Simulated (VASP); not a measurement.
# Sb (Im-3m) in VASP: a series of runs

The runs below take Sb through single point, with PBE.

All numbers are computed with VASP 6.6.1; they aren't measurements. Logs are shortened: lines on timing, memory, paths and dates and some standing lists are left out, and cuts for length are marked.

## (1) The cell of the first run

It takes space group Im-3m (No. 229, cubic). The conventional cell has a = 2.794 Å, b = 2.794 Å, c = 2.794 Å, α = 90.00°, β = 90.00°, γ = 90.00°. Sb (site symmetry m-3m) has 14 Sb at 2.42 to 2.79 Å within 3.2 Å.

## (2) Single point, PBE (volume scaled by 0.4)

INCAR reads:

```
SYSTEM = Sb
ALGO = Normal ; EDIFF = 1E-6
ENCUT = 500 ; GGA = PE
GGA_COMPAT = .False. ; ISIF = 2
ISMEAR = -1 ; LASPH = .True.
LCHARG = .True. ; LELF = .True.
LREAL = .False. ; LVHAR = .True.
LWAVE = .False. ; NBANDS = 8
NELM = 120 ; PREC = Accurate
SIGMA = 0.1
```

KPOINTS reads:

```
k-points
0
Gamma
  16 16 16
  0 0 0
```

POSCAR reads:

```
Sb
1.0
   -1.3971893102      1.3971893102      1.3971893102
    1.3971893102     -1.3971893102      1.3971893102
    1.3971893102      1.3971893102     -1.3971893102
Sb
1
Direct
    0.0000000000      0.0000000000      0.0000000000
```

Potentials or basis: VASP PAW PBE potentials, release 64 (Sb).

Started as:

```
$ cat potpaw_PBE.64/Sb/POTCAR > POTCAR
$ mpirun -np 1 vasp_std > vasp.out
```

OUTCAR:

```text
SYSTEM = Sb
   EDIFF = 1E-6
   ENCUT = 500
   GGA = PE
   ISIF = 2
   ISMEAR = -1
   LASPH = .True.
   LREAL = .False.
   NELM = 120
   PREC = Accurate

 ion  position               nearest neighbor table
   1  0.000  0.000  0.000-

  LATTYP: Found a body centered cubic cell.
 ALAT       =     2.7943786204

  Lattice vectors:

 A1 = (  -1.3971893102,   1.3971893102,   1.3971893102)
 A2 = (   1.3971893102,  -1.3971893102,   1.3971893102)
 A3 = (   1.3971893102,   1.3971893102,  -1.3971893102)

Analysis of symmetry for initial positions (statically):
=====================================================================
 Subroutine PRICEL returns:
 Original cell was already a primitive cell.

 Routine SETGRP: Setting up the symmetry group for a
 body centered cubic supercell.

 Subroutine GETGRP returns: Found 48 space group operations
 (whereof 48 operations were pure point group operations)
 out of a pool of 48 trial point group operations.

The static configuration has the point symmetry O_h .

Analysis of symmetry for dynamics (positions and initial velocities):
=====================================================================
 Subroutine PRICEL returns:
 Original cell was already a primitive cell.

 Routine SETGRP: Setting up the symmetry group for a
 body centered cubic supercell.

 Subroutine GETGRP returns: Found 48 space group operations
 (whereof 48 operations were pure point group operations)
 out of a pool of 48 trial point group operations.

The dynamic configuration has the point symmetry O_h .

 Subroutine INISYM returns: Found 48 space group operations
 (whereof 48 operations are pure point group operations),
 and found     1 'primitive' translations

----------------------------------------------------------------------------------------

                                     Primitive cell

  volume of cell :      10.9100

  direct lattice vectors                    reciprocal lattice vectors
    -1.397189310  1.397189310  1.397189310     0.000000000  0.357861312  0.357861312
     1.397189310 -1.397189310  1.397189310     0.357861312  0.000000000  0.357861312
     1.397189310  1.397189310 -1.397189310     0.357861312  0.357861312  0.000000000

  length of vectors
     2.420002873  2.420002873  2.420002873     0.506092321  0.506092321  0.506092321

  position of ions in fractional coordinates (direct lattice)
     0.000000000  0.000000000  0.000000000

  ion indices of the primitive-cell ions
   primitive index   ion index
                 1           1

----------------------------------------------------------------------------------------

 KPOINTS: k-points

Automatic generation of k-mesh.
 Grid dimensions read from file:
 generate k-points for:   16   16   16

 Generating k-lattice:

  Cartesian coordinates                     Fractional coordinates (reciprocal lattice)
     0.000000000  0.022366332  0.022366332     0.062500000  0.000000000  0.000000000
     0.022366332  0.000000000  0.022366332     0.000000000  0.062500000  0.000000000
     0.022366332  0.022366332  0.000000000     0.000000000  0.000000000  0.062500000

  Length of vectors
     0.031630770  0.031630770  0.031630770

  Shift w.r.t. Gamma in fractional coordinates (k-lattice)
     0.000000000  0.000000000  0.000000000

 Subroutine IBZKPT returns following result:
 ===========================================

 Found    145 irreducible k-points:

 Following reciprocal coordinates:
            Coordinates               Weight
  0.000000  0.000000  0.000000      1.000000
  0.062500  0.000000  0.000000     12.000000
  0.125000  0.000000  0.000000     12.000000
  0.187500  0.000000  0.000000     12.000000
  0.250000  0.000000  0.000000     12.000000
  0.312500  0.000000  0.000000     12.000000
[... 16 lines left out ...]
  0.187500  0.187500  0.000000     24.000000
  0.250000  0.187500  0.000000     48.000000
 [... further k-points ...]
   k-points           NKPTS =    145   k-points in BZ     NKDIM =    145   number of bands    NBANDS=      8
   number of dos      NEDOS =    301   number of ions     NIONS =      1
   total plane-waves  NPLWV =   5832
   dimension x,y,z NGX =    18 NGY =   18 NGZ =   18
   dimension x,y,z NGXF=    36 NGYF=   36 NGZF=   36
   ions per type =               1
   NGX,Y,Z   is equivalent  to a cutoff of  12.37, 12.37, 12.37 a.u.
   NGXF,Y,Z  is equivalent  to a cutoff of  24.73, 24.73, 24.73 a.u.
 SYSTEM =  Sb
   PREC   = accura    normal or accurate (medium, high low for compatibility)
   ISTART =      0    job   : 0-new  1-cont  2-samecut
   ICHARG =      2    charge: 1-file 2-atom 10-const
   ISPIN  =      1    spin polarized calculation?
   LNONCOLLINEAR =      F non collinear calculations
   LSORBIT =      F    spin-orbit coupling
   LASPH  =      T    aspherical Exc in radial PAW
   ENCUT  =  500.0 eV  36.75 Ry    6.06 a.u.   4.41  4.41  4.41*2*pi/ulx,y,z
   NELM   =    120;   NELMIN=  2; NELMDL= -5     # of ELM steps
   EDIFF  = 0.1E-05   stopping-criterion for ELM
   LREAL  =      F    real-space projection
   EDIFFG = 0.1E-04   stopping-criterion for IOM
   NSW    =      0    number of steps for IOM
   IBRION =     -1    ionic relax: 0-MD 1-quasi-New 2-CG
   NFREE  =      0    steps in history (QN), initial steepest desc. (CG)
   ISIF   =      2    stress and relaxation
   ISYM   =      2    0-nonsym 1-usesym 2-fastsym
   POTIM  = 0.5000    time-step for ionic-motion
   TEBEG  =    0.0;   TEEND  =   0.0 temperature during run
   PSTRESS=    0.0 pullay stress
   NELECT =       5.0000    total number of electrons
   NUPDOWN=      -1.0000    fix difference up-down
   EMIN   =  10.00;   EMAX   =-10.00  energy-range for DOS
   EFERMI =   0.00;   METHOD = LEGACY
   ISMEAR =    -1;   SIGMA  =   0.10  broadening in eV -4-tet -1-fermi 0-gaus
   EFERMI_NEDOS =   21; number of points for ismear=-14 and -15
   IALGO  =     38    algorithm
   IMIX   =      4    mixing-type and parameters
     AMIX     =   0.40;   BMIX     =  1.00
     AMIX_MAG =   1.60;   BMIX_MAG =  1.00
  volume/ion in A,a.u.               =      10.91        73.62
  Fermi-wavevector in a.u.,A,eV,Ry     =   1.262185  2.385183 21.675581  1.593110
  Thomas-Fermi vector in A             =   2.395606
   LORBIT       =      0    0 simple, 1 ext, 2 COOP (PROOUT), +10 PAW based schemes
   GGA     = PE    functional components
   LHFCALC =     F    Hartree Fock is set to
   AEXX    =    0.0000 exact exchange contribution
   IVDW    =     0    specifies the selected vdW correction
   LEPSILON=     F    determine dielectric tensor
   LRPA    =     F    only Hartree local field effects (RPA)
 non-spin polarized calculation
  energy-cutoff  :      500.00
  volume of cell :       10.91
 maximum number of plane-waves:       285
 NGX is ok and might be reduce to    18
   NGX =  9   NGY =  9   NGZ =  9

 number of electron       4.9999999 magnetization

 Free energy of the ion-electron system (eV)
  ---------------------------------------------------
  ext. energy  EPLUGINS =         0.00000000
  ---------------------------------------------------
  free energy    TOTEN  =         6.11089045 eV

  energy without entropy =        6.12048710  energy(sigma->0) =        6.11568878

 E-fermi :  27.1928     XC(G=0): -14.6572

 val. band max:       27.1836448083   @ k =  -0.3125   0.3125   0.2500
 cond. band min:      27.2058630933   @ k =  -0.2500   0.3125   0.1875
 fundamental gap:      0.0222182850
 Fermi energy:        27.1927559523

 k-point     1 :       0.0000    0.0000    0.0000
  band No.  band energies     occupation
      1       2.3943      2.00000
      2      36.8928      0.00000
      3      36.8928      0.00000
      4      36.8928      0.00000
      5      41.3463      0.00000
      6      41.3463      0.00000
      7      41.3463      0.00000
      8      42.1993      0.00000

 k-point     2 :       0.0625    0.0000    0.0000
  band No.  band energies     occupation
      1       2.5671      2.00000
      2      36.0395      0.00000
      3      36.7518      0.00000
      4      36.7843      0.00000
      5      40.5151      0.00000
      6      40.7833      0.00000
      7      41.5795      0.00000
      8      41.7264      0.00000

 k-point     3 :       0.1250    0.0000    0.0000
  band No.  band energies     occupation
      1       3.0876      2.00000
      2      33.8363      0.00000
      3      36.1365      0.00000
      4      36.5420      0.00000
      5      38.9098      0.00000
      6      39.8114      0.00000
      7      41.1625      0.00000
      8      42.7849      0.00000

 k-point     4 :       0.1875    0.0000    0.0000
  band No.  band energies     occupation
      1       3.9613      2.00000
      2      30.7947      0.00000
      3      34.9869      0.00000
      4      36.2824      0.00000
      5      37.0927      0.00000
      6      39.0651      0.00000
      7      41.6399      0.00000
      8      43.3712      0.00000

 k-point     5 :       0.2500    0.0000    0.0000
  band No.  band energies     occupation
      1       5.1942      2.00000
      2      27.3490      0.34657
      3      33.6697      0.00000
      4      35.2684      0.00000
      5      36.0619      0.00000
      6      38.6213      0.00000
      7      42.7605      0.00000
      8      43.6554      0.00000

 k-point     6 :       0.3125    0.0000    0.0000
  band No.  band energies     occupation
      1       6.7892      2.00000
      2      23.8020      2.00000
      3      32.4812      0.00000
      4      33.6143      0.00000
      5      35.8952      0.00000
      6      38.4057      0.00000
      7      43.9733      0.00000
      8      44.1527      0.00000

 k-point     7 :       0.3750    0.0000    0.0000
  band No.  band energies     occupation
      1       8.7379      2.00000
      2      20.3496      2.00000
      3      31.5665      0.00000
      4      32.2969      0.00000
      5      35.7811      0.00000
      6      38.3332      0.00000
      7      44.3697      0.00000
      8      45.4053      0.00000

 k-point     8 :       0.4375    0.0000    0.0000
  band No.  band energies     occupation
      1      10.9835      2.00000
      2      17.1612      2.00000
      3      30.9957      0.00000
      4      31.4497      0.00000
      5      35.7152      0.00000
      6      38.3276      0.00000
      7      44.8177      0.00000
      8      46.1710      0.00000

 k-point     9 :       0.5000    0.0000    0.0000
  band No.  band energies     occupation
      1      12.7582      2.00000
      2      15.0657      2.00000
      3      30.8022      0.00000
      4      31.1577      0.00000
      5      35.6936      0.00000
      6      38.3328      0.00000
      7      45.0681      0.00000
      8      46.4087      0.00000

 k-point    10 :       0.0625    0.0625    0.0000
  band No.  band energies     occupation
      1       2.9138      2.00000
      2      34.8500      0.00000
      3      35.6077      0.00000
      4      37.0796      0.00000
      5      38.8564      0.00000
      6      40.9410      0.00000
      7      41.0459      0.00000
      8      41.9931      0.00000
[... 78 lines left out ...]
 k-point    18 :       0.1875    0.1250    0.0000
  band No.  band energies     occupation
      1       5.7295      2.00000
      2      27.7280      0.00943
      3      29.9035      0.00000
      4      33.9702      0.00000
      5      37.3495      0.00000
      6      40.5665      0.00000
      7      42.1117      0.00000
      8      44.5976      0.00000

 k-point    19 :       0.2500    0.1250   -0.0000
  band No.  band energies     occupation
      1       7.3332      2.00000
      2      24.2148      2.00000
      3      28.7763      0.00000
      4      32.7267      0.00000
      5      37.2123      0.00000
      6      40.9704      0.00000
      7      42.0368      0.00000
      8      46.4779      0.00000

 k-point    20 :       0.3125    0.1250    0.0000
  band No.  band energies     occupation
      1       9.2933      2.00000
      2      20.7898      2.00000
      3      27.8998      0.00170
      4      31.7582      0.00000
      5      37.0870      0.00000
      6      41.1156      0.00000
      7      42.3727      0.00000
      8      47.3897      0.00000

 k-point    21 :       0.3750    0.1250    0.0000
  band No.  band energies     occupation
      1      11.5616      2.00000
      2      17.6072      2.00000
      3      27.3360      0.38528
      4      31.1460      0.00000
      5      37.0104      0.00000
      6      41.0884      0.00000
      7      42.9073      0.00000
      8      47.4390      0.00000

 k-point    22 :       0.4375    0.1250    0.0000
  band No.  band energies     occupation
      1      13.4242      2.00000
      2      15.4343      2.00000
      3      27.1410      1.25324
      4      30.9371      0.00000
      5      36.9852      0.00000
      6      41.0701      0.00000
      7      43.1751      0.00000
      8      47.2734      0.00000

 k-point    23 :       0.1875    0.1875    0.0000
  band No.  band energies     occupation
      1       7.1587      2.00000
      2      26.4315      1.99901
      3      26.4764      1.99845
      4      32.8460      0.00000
      5      37.6625      0.00000
      6      40.4515      0.00000
      7      44.0832      0.00000
      8      44.3727      0.00000

 k-point    24 :       0.2500    0.1875    0.0000
  band No.  band energies     occupation
      1       8.9520      2.00000
      2      23.0122      2.00000
      3      25.4280      2.00000
      4      31.9279      0.00000
      5      37.7800      0.00000
      6      40.7790      0.00000
      7      43.9091      0.00000
      8      46.1970      0.00000

 [... further k-points ...]

------------------------ aborting loop because EDIFF is reached ----------------------------------------

  FORCE on cell =-STRESS in cart. coord.  units (eV):
  Direction    XX          YY          ZZ          XY          YZ          ZX
  --------------------------------------------------------------------------------------
  -------------------------------------------------------------------------------------
  Total       32.0902129     32.0902129     32.0902129      0.0000000      0.0000000     -0.0000000
  in kB     4712.5657917   4712.5657917   4712.5657917      0.0000000      0.0000000     -0.0000000
  external PRESSURE =    4712.5657917 kB  Pullay stress =       0.0000000 kB

 VOLUME and BASIS-vectors are now :
 -----------------------------------------------------------------------------
  energy-cutoff  :      500.00
  volume of cell :       10.91
      direct lattice vectors                 reciprocal lattice vectors
    -1.397189310  1.397189310  1.397189310     0.000000000  0.357861312  0.357861312
     1.397189310 -1.397189310  1.397189310     0.357861312  0.000000000  0.357861312
     1.397189310  1.397189310 -1.397189310     0.357861312  0.357861312  0.000000000

 POSITION                                       TOTAL-FORCE (eV/Angst)
 -----------------------------------------------------------------------------------
      0.00000      0.00000      0.00000         0.000000     -0.000000     -0.000000
 -----------------------------------------------------------------------------------
    total drift:                                0.000000      0.000000      0.000000

  FREE ENERGIE OF THE ION-ELECTRON SYSTEM (eV)
  ---------------------------------------------------
  free  energy   TOTEN  =         6.1108904499 eV

  energy  without entropy=        6.1204871043  energy(sigma->0) =        6.11568878
```

Wall time 9.9 s (1 thread of Intel Xeon Platinum 8259CL at 2.50GHz (Skylake/Cascade Lake), shared host); peak memory 0.12 GiB.

Results:

```yaml
Free_energy: 6.1109 eV
Pressure: 471.3 GPa
```

Caveat: spin-orbit coupling is left out, which moves the levels of the heavy elements.

## (3) Single point, PBE (volume scaled by 0.4)

INCAR reads:

```
ALGO = Normal
EDIFF = 1E-6
ENCUT = 500
GGA = PE
GGA_COMPAT = F
ISIF = 2
ISMEAR = -1
LASPH = T
LCHARG = T
LELF = T
LREAL = F
LVHAR = T
LWAVE = F
NBANDS = 8
NELM = 120
PREC = Accurate
SIGMA = 0.1
```

KPOINTS reads:

```
k-points
0
Gamma
  16 16 16
```

POSCAR is that of step 2.

Potentials or basis: VASP PAW PBE potentials, release 64 (Sb).

Started as:

```
$ cat potpaw_PBE.64/Sb/POTCAR > POTCAR
$ mpirun -np 1 vasp_std > vasp.out
```

Run time: 10 s. Hardware: 1 thread of Intel Xeon Platinum 8259CL at 2.50GHz (Skylake/Cascade Lake), shared host; peak memory 0.12 GiB.

The run converged. Its results:

| Item | Value |
| --- | --- |
| Free energy | 6.1109 eV |
| Pressure | 471.3 GPa |

Levels at points of the mesh, in eV from the Fermi level:
| k point | band 1 | band 2 | band 3 | band 4 | band 5 | band 6 | band 7 |
| --- | --- | --- | --- | --- | --- | --- | --- |
| (0.00, 0.00, 0.00) | -24.80 | 9.70 | 9.70 | 9.70 | 14.15 | 14.15 | 14.15 |
| (0.50, 0.00, 0.00) | -14.43 | -12.13 | 3.61 | 3.96 | 8.50 | 11.14 | 17.88 |
| (0.50, 0.50, 0.50) | -5.66 | -5.66 | -5.66 | 0.88 | 0.88 | 1.84 | 19.91 |

Caveat: spin-orbit coupling is left out, which moves the levels of the heavy elements.
